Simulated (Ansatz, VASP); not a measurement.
# One calculation of K3Te2, two programs

INCAR

```
SYSTEM = K3Te2
PREC     = Accurate       ! precision mode
ENCUT    = 500            ! plane-wave cutoff, eV
EDIFF    = 1E-7           ! SCF threshold, eV
ISMEAR   = 0              ! smearing method
SIGMA    = 0.1            ! smearing width, eV
LREAL    = .False.        ! projectors in reciprocal space
LASPH    = .True.         ! aspherical terms in the spheres
NELM     = 120            ! most SCF steps
ALGO     = Normal         ! electronic algorithm
ISIF     = 3              ! what is computed and relaxed
LWAVE    = .False.        ! write WAVECAR
LCHARG   = .False.        ! write CHGCAR
GGA      = PE             ! functional
IBRION   = 2              ! ionic algorithm
NSW      = 90             ! ionic steps
EDIFFG   = -0.04          ! ionic threshold
GGA_COMPAT= .False.      
NELMIN   = 4
```

The input KPOINTS:

```
regular mesh
0
Gamma
  3 3 3
  0 0 0
```

The input POSCAR:

```
K3Te2
1.0
    3.8427907140      2.2186362531      6.9944561736
   -3.8427907140      2.2186362531      6.9944561736
    0.0000000000     -4.4372725064      6.9944561736
K Te
6 4
Direct
    0.0562500000      0.4437500000      0.7500000000
    0.7500000000      0.0562500000      0.4437500000
    0.4437500000      0.7500000000      0.0562500000
    0.9437500000      0.5562500000      0.2500000000
    0.2500000000      0.9437500000      0.5562500000
    0.5562500000      0.2500000000      0.9437500000
    0.8521800000      0.8521800000      0.8521800000
    0.6478200000      0.6478200000      0.6478200000
    0.1478200000      0.1478200000      0.1478200000
    0.3521800000      0.3521800000      0.3521800000
```

Input for Ansatz:

```yaml
crystal:
  lattice:
    - [3.842790714, 2.2186362531, 6.9944561736]
    - [-3.842790714, 2.2186362531, 6.9944561736]
    - [0.0, -4.4372725064, 6.9944561736]
  atoms:
    - { symbol: K, position: [0.05625, 0.44375, 0.75] }
    - { symbol: K, position: [0.75, 0.05625, 0.44375] }
    - { symbol: K, position: [0.44375, 0.75, 0.05625] }
    - { symbol: K, position: [0.94375, 0.55625, 0.25] }
    - { symbol: K, position: [0.25, 0.94375, 0.55625] }
    - { symbol: K, position: [0.55625, 0.25, 0.94375] }
    - { symbol: Te, position: [0.85218, 0.85218, 0.85218] }
    - { symbol: Te, position: [0.64782, 0.64782, 0.64782] }
    - { symbol: Te, position: [0.14782, 0.14782, 0.14782] }
    - { symbol: Te, position: [0.35218, 0.35218, 0.35218] }
basis:
  ecutwfc: 420
kpoints:
  mp_grid: { grid: [3, 3, 3] }
hamiltonian:
  xc: pbe
scf:
  occupations: { method: gaussian, width: 0.1 }
  lower_state_search: "off"
output:
  forces: true
  stress: true
  eigenvalues: true
relax:
  adjacent_minimum: "off"
  f_tol: 0.04
  max_steps: 70
  cell: { stress_tol: 0.4 }
```

Alike in both runs: task relaxation of cell and atoms; functional PBE; k mesh 3 × 3 × 3; occupations gaussian, width 0.1 eV; no spin polarisation.

|  | VASP | Ansatz |
| --- | --- | --- |
| version | VASP 6.6.1 | Ansatz 0.2.0 |
| potentials or method | VASP PAW PBE potentials, release 64 (K_sv, Te), cutoff 500 eV | scalar-relativistic, plane waves, PAW |
| valence electrons in the cell | 78 | 118 |

```tsv
	VASP	Ansatz	Ansatz less VASP
gap on the k mesh at the Fermi level, each at its own relaxed structure (eV)	0.82	0.82	+0.001
relaxed volume (Å³/atom)	41.84	41.80	-0.036
relaxed length of the cell vector where the two differ most in proportion (Å)	7.569	7.567	-0.0024
```

VASP's potentials hold 78 valence electrons a cell and Ansatz's 118, so a difference there can come from the potentials and not from the codes.

Neither program's run includes spin-orbit coupling. Noted on VASP's run: the volume moved by over 15 % at a fixed basis, so the end points are rough.
